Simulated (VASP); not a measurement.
# Cu (P6_3/mmc) in VASP: notebook

Cu is run at these levels: RPBE; tasks: single point.

Program: VASP 6.6.1. These are calculated values, not measurements. Logs are shortened: lines on timing, memory, paths and dates and some standing lists are left out, and cuts for length are marked.

### Step 1. The cell of the first run

Symmetry: P6_3/mmc, No. 194, hexagonal system. The conventional cell has a = 2.666 Å, b = 2.666 Å, c = 8.705 Å, α = 90.00°, β = 90.00°, γ = 120.00°. Within 3.5 Å of Cu (site symmetry -3m) lie 12 Cu at 2.67 Å. Within 3.5 Å of Cu (site symmetry -6m2) lie 12 Cu at 2.67 Å.

### Step 2. Single point, RPBE (volume scaled by 1.08)

File INCAR:

```
SYSTEM = Cu
PREC = Accurate
ENCUT = 520
EDIFF = 1E-6
ISMEAR = -1
SIGMA = 0.1
LREAL = .FALSE.
LASPH = .TRUE.
NELM = 60
ALGO = Normal
ISIF = 2
LWAVE = .FALSE.
LCHARG = .FALSE.
GGA = RP
NBANDS = 30
```

File KPOINTS:

```
regular mesh
0
G
  16 16 5
  0 0 0
```

File POSCAR:

```
Cu
1.0
    2.6660728551      0.0000000000      0.0000000000
   -1.3330364276      2.3088868209      0.0000000000
    0.0000000000      0.0000000000      8.7045301054
Cu
4
Direct
    1.0000000000      1.0000000000      0.0000000000
    1.0000000000      0.0000000000      0.5000000000
    0.3333333333      0.6666666667      0.2500000000
    0.6666666667      0.3333333333      0.7500000000
```

Potentials or basis: VASP PAW PBE potentials, release 64 (Cu).

On the command line:

```bash
$ cat potpaw_PBE.64/Cu/POTCAR > POTCAR
$ mpirun -np 1 vasp_std > vasp.out
```

OUTCAR:

```text
SYSTEM = Cu
   PREC = Accurate
   ENCUT = 520
   EDIFF = 1E-6
   ISMEAR = -1
   LREAL = .FALSE.
   LASPH = .TRUE.
   NELM = 60
   ISIF = 2
   GGA = RP

 ion  position               nearest neighbor table
   1  0.000  0.000  0.000-   3 2.67   4 2.67   4 2.67   3 2.67   4 2.67   3 2.67
   2  0.000  0.000  0.500-   3 2.67   4 2.67   4 2.67   3 2.67   4 2.67   3 2.67
   3  0.333  0.667  0.250-   1 2.67   2 2.67   1 2.67   2 2.67   1 2.67   2 2.67
   4  0.667  0.333  0.750-   1 2.67   2 2.67   1 2.67   2 2.67   1 2.67   2 2.67

  LATTYP: Found a hexagonal cell.
 ALAT       =     2.6660728551
 C/A-ratio  =     3.2649258210

  Lattice vectors:

 A1 = (   2.6660728551,   0.0000000000,   0.0000000000)
 A2 = (  -1.3330364276,   2.3088868209,   0.0000000000)
 A3 = (   0.0000000000,   0.0000000000,   8.7045301054)

Analysis of symmetry for initial positions (statically):
=====================================================================
 Subroutine PRICEL returns:
 Original cell was already a primitive cell.

 Routine SETGRP: Setting up the symmetry group for a
 hexagonal supercell.

 Subroutine GETGRP returns: Found 24 space group operations
 (whereof 12 operations were pure point group operations)
 out of a pool of 24 trial point group operations.

The static configuration has the point symmetry D_3d.
 The point group associated with its full space group is D_6h.

Analysis of symmetry for dynamics (positions and initial velocities):
=====================================================================
 Subroutine PRICEL returns:
 Original cell was already a primitive cell.

 Routine SETGRP: Setting up the symmetry group for a
 hexagonal supercell.

 Subroutine GETGRP returns: Found 24 space group operations
 (whereof 12 operations were pure point group operations)
 out of a pool of 24 trial point group operations.

The dynamic configuration has the point symmetry D_3d.
 The point group associated with its full space group is D_6h.

 Subroutine INISYM returns: Found 24 space group operations
 (whereof 12 operations are pure point group operations),
 and found     1 'primitive' translations

----------------------------------------------------------------------------------------

                                     Primitive cell

  volume of cell :      53.5821

  direct lattice vectors                    reciprocal lattice vectors
     2.666072855  0.000000000  0.000000000     0.375083523  0.216554573  0.000000000
    -1.333036428  2.308886821  0.000000000     0.000000000  0.433109146  0.000000000
     0.000000000  0.000000000  8.704530105     0.000000000  0.000000000  0.114882709

  length of vectors
     2.666072855  2.666072855  8.704530105     0.433109146  0.433109146  0.114882709

  position of ions in fractional coordinates (direct lattice)
     0.000000000  0.000000000  0.000000000
     0.000000000  0.000000000  0.500000000
     0.333333333  0.666666667  0.250000000
     0.666666667  0.333333333  0.750000000

  ion indices of the primitive-cell ions
   primitive index   ion index
                 1           1
                 2           2
                 3           3
                 4           4

----------------------------------------------------------------------------------------

 KPOINTS: regular mesh

Automatic generation of k-mesh.
 Grid dimensions read from file:
 generate k-points for:   16   16    5

 Generating k-lattice:

  Cartesian coordinates                     Fractional coordinates (reciprocal lattice)
     0.023442720  0.013534661  0.000000000     0.062500000 -0.000000000  0.000000000
     0.000000000  0.027069322  0.000000000     0.000000000  0.062500000  0.000000000
     0.000000000  0.000000000  0.022976542     0.000000000  0.000000000  0.200000000

  Length of vectors
     0.027069322  0.027069322  0.022976542

  Shift w.r.t. Gamma in fractional coordinates (k-lattice)
     0.000000000  0.000000000  0.000000000

 Subroutine IBZKPT returns following result:
 ===========================================

 Found     90 irreducible k-points:

 Following reciprocal coordinates:
            Coordinates               Weight
  0.000000  0.000000  0.000000      1.000000
  0.062500  0.000000  0.000000      6.000000
  0.125000  0.000000  0.000000      6.000000
  0.187500  0.000000  0.000000      6.000000
  0.250000  0.000000  0.000000      6.000000
  0.312500 -0.000000  0.000000      6.000000
[... 16 lines left out ...]
  0.187500  0.187500  0.000000      6.000000
  0.250000  0.187500  0.000000     12.000000
 [... further k-points ...]
   k-points           NKPTS =     90   k-points in BZ     NKDIM =     90   number of bands    NBANDS=     30
   number of dos      NEDOS =    301   number of ions     NIONS =      4
   total plane-waves  NPLWV =  28000
   dimension x,y,z NGX =    20 NGY =   20 NGZ =   70
   dimension x,y,z NGXF=    40 NGYF=   40 NGZF=  140
   ions per type =               4
   NGX,Y,Z   is equivalent  to a cutoff of  12.47, 12.47, 13.37 a.u.
   NGXF,Y,Z  is equivalent  to a cutoff of  24.94, 24.94, 26.74 a.u.
 SYSTEM =  Cu
   PREC   = accura    normal or accurate (medium, high low for compatibility)
   ISTART =      0    job   : 0-new  1-cont  2-samecut
   ICHARG =      2    charge: 1-file 2-atom 10-const
   ISPIN  =      1    spin polarized calculation?
   LNONCOLLINEAR =      F non collinear calculations
   LSORBIT =      F    spin-orbit coupling
   LASPH  =      T    aspherical Exc in radial PAW
   ENCUT  =  520.0 eV  38.22 Ry    6.18 a.u.   4.96  4.96 16.18*2*pi/ulx,y,z
   NELM   =     60;   NELMIN=  2; NELMDL= -5     # of ELM steps
   EDIFF  = 0.1E-05   stopping-criterion for ELM
   LREAL  =      F    real-space projection
   EDIFFG = 0.1E-04   stopping-criterion for IOM
   NSW    =      0    number of steps for IOM
   IBRION =     -1    ionic relax: 0-MD 1-quasi-New 2-CG
   NFREE  =      0    steps in history (QN), initial steepest desc. (CG)
   ISIF   =      2    stress and relaxation
   ISYM   =      2    0-nonsym 1-usesym 2-fastsym
   POTIM  = 0.5000    time-step for ionic-motion
   TEBEG  =    0.0;   TEEND  =   0.0 temperature during run
   PSTRESS=    0.0 pullay stress
   NELECT =      44.0000    total number of electrons
   NUPDOWN=      -1.0000    fix difference up-down
   EMIN   =  10.00;   EMAX   =-10.00  energy-range for DOS
   EFERMI =   0.00;   METHOD = LEGACY
   ISMEAR =    -1;   SIGMA  =   0.10  broadening in eV -4-tet -1-fermi 0-gaus
   EFERMI_NEDOS =   21; number of points for ismear=-14 and -15
   IALGO  =     38    algorithm
   IMIX   =      4    mixing-type and parameters
     AMIX     =   0.40;   BMIX     =  1.00
     AMIX_MAG =   1.60;   BMIX_MAG =  1.00
  volume/ion in A,a.u.               =      13.40        90.40
  Fermi-wavevector in a.u.,A,eV,Ry     =   1.533036  2.897018 31.976410  2.350200
  Thomas-Fermi vector in A             =   2.640159
   LORBIT       =      0    0 simple, 1 ext, 2 COOP (PROOUT), +10 PAW based schemes
   GGA     = RP    functional components
   LHFCALC =     F    Hartree Fock is set to
   AEXX    =    0.0000 exact exchange contribution
   IVDW    =     0    specifies the selected vdW correction
   LEPSILON=     F    determine dielectric tensor
   LRPA    =     F    only Hartree local field effects (RPA)
 non-spin polarized calculation
  energy-cutoff  :      520.00
  volume of cell :       53.58
 maximum number of plane-waves:      1481
 NGX is ok and might be reduce to    20
   NGX =  9   NGY =  9   NGZ = 33

 number of electron      44.0000050 magnetization

 Free energy of the ion-electron system (eV)
  ---------------------------------------------------
  ext. energy  EPLUGINS =         0.00000000
  ---------------------------------------------------
  free energy    TOTEN  =       -12.93614229 eV

  energy without entropy =      -12.89019059  energy(sigma->0) =      -12.91316644

 E-fermi :   6.2541     XC(G=0): -11.8719

 val. band max:        6.2356532413   @ k =   0.3750   0.1250   0.4000
 cond. band min:       6.2874888202   @ k =   0.5000   0.0000   0.4000
 fundamental gap:      0.0518355790
 Fermi energy:         6.2541087327

 k-point     1 :       0.0000    0.0000    0.0000
  band No.  band energies     occupation
      1      -2.1418      2.00000
      2      -0.1891      2.00000
      3      -0.1831      2.00000
      4       1.8743      2.00000
      5       3.4261      2.00000
      6       3.4287      2.00000
[... 22 lines left out ...]
     29      26.3412      0.00000
     30      26.4285      0.00000

 k-point     2 :       0.0625    0.0000    0.0000
  band No.  band energies     occupation
      1      -2.0262      2.00000
      2      -0.0846      2.00000
      3      -0.0786      2.00000
      4       1.9404      2.00000
      5       3.3731      2.00000
      6       3.4031      2.00000
[... 22 lines left out ...]
     29      25.1183      0.00000
     30      25.7198      0.00000

 k-point     3 :       0.1250    0.0000    0.0000
  band No.  band energies     occupation
      1      -1.6831      2.00000
      2       0.2203      2.00000
      3       0.2260      2.00000
      4       2.1232      2.00000
      5       3.2617      2.00000
      6       3.3390      2.00000
[... 22 lines left out ...]
     29      23.0746      0.00000
     30      23.0941      0.00000

 k-point     4 :       0.1875    0.0000    0.0000
  band No.  band energies     occupation
      1      -1.1251      2.00000
      2       0.6925      2.00000
      3       0.6978      2.00000
      4       2.3701      2.00000
      5       3.1491      2.00000
      6       3.2465      2.00000
[... 22 lines left out ...]
     29      20.3568      0.00000
     30      20.4225      0.00000

 k-point     5 :       0.2500    0.0000    0.0000
  band No.  band energies     occupation
      1      -0.3807      2.00000
      2       1.2491      2.00000
      3       1.2540      2.00000
      4       2.5685      2.00000
      5       3.0772      2.00000
      6       3.0816      2.00000
[... 22 lines left out ...]
     29      19.2497      0.00000
     30      19.3219      0.00000
[... 526 lines left out ...]
     29      15.6736      0.00000
     30      17.0223      0.00000

 k-point    22 :       0.4375    0.1250    0.0000
  band No.  band energies     occupation
      1       2.0980      2.00000
      2       2.2004      2.00000
      3       2.4767      2.00000
      4       2.6304      2.00000
      5       2.8486      2.00000
      6       2.8632      2.00000
[... 22 lines left out ...]
     29      15.4187      0.00000
     30      15.8067      0.00000

 k-point    23 :       0.1875    0.1875    0.0000
  band No.  band energies     occupation
      1       0.6980      2.00000
      2       1.9286      2.00000
      3       1.9337      2.00000
      4       2.8452      2.00000
      5       2.8761      2.00000
      6       2.9724      2.00000
[... 22 lines left out ...]
     29      17.1180      0.00000
     30      17.1684      0.00000

 k-point    24 :       0.2500    0.1875    0.0000
  band No.  band energies     occupation
      1       1.5037      2.00000
      2       2.2401      2.00000
      3       2.2490      2.00000
      4       2.7955      2.00000
      5       2.8016      2.00000
      6       2.9872      2.00000
[... 22 lines left out ...]
     29      14.9061      0.00000
     30      16.4934      0.00000

 [... further k-points ...]
[... 5 lines left out ...]
  --------------------------------------------------------------------------------------
  -------------------------------------------------------------------------------------
  Total       -2.4102551     -2.4102551     -2.3997340      0.0000000     -0.0000000      0.0000000
  in kB      -72.0698461    -72.0698461    -71.7552529      0.0000000     -0.0000000      0.0000000
  external PRESSURE =     -71.9649817 kB  Pullay stress =       0.0000000 kB

 VOLUME and BASIS-vectors are now :
 -----------------------------------------------------------------------------
  energy-cutoff  :      520.00
  volume of cell :       53.58
      direct lattice vectors                 reciprocal lattice vectors
     2.666072855  0.000000000  0.000000000     0.375083523  0.216554573  0.000000000
    -1.333036428  2.308886821  0.000000000     0.000000000  0.433109146  0.000000000
     0.000000000  0.000000000  8.704530105     0.000000000  0.000000000  0.114882709

 POSITION                                       TOTAL-FORCE (eV/Angst)
 -----------------------------------------------------------------------------------
      0.00000      0.00000      0.00000         0.000000      0.000000      0.000000
      0.00000      0.00000      4.35227         0.000000      0.000000      0.000000
     -0.00000      1.53926      2.17613        -0.000000      0.000000      0.000000
      1.33304      0.76963      6.52840         0.000000     -0.000000     -0.000000
 -----------------------------------------------------------------------------------
    total drift:                                0.000000     -0.000000      0.000000

  FREE ENERGIE OF THE ION-ELECTRON SYSTEM (eV)
  ---------------------------------------------------
  free  energy   TOTEN  =       -12.9361422879 eV

  energy  without entropy=      -12.8901905921  energy(sigma->0) =      -12.91316644
```

Wall time 82 s (1 thread of AMD EPYC 9R45 (Zen 5), shared host); peak memory 0.21 GiB.

Results:

- Free energy: -12.9361 eV
- Pressure: -7.2 GPa
- Band gap on the k mesh: zero (band 22 reaches 9.54 eV, above the bottom of band 23 at 4.66 eV)

Caveat: the PAW data sets were made with another functional, which shifts forces and pressure a little.

(Part 1 of 2 ends here.)
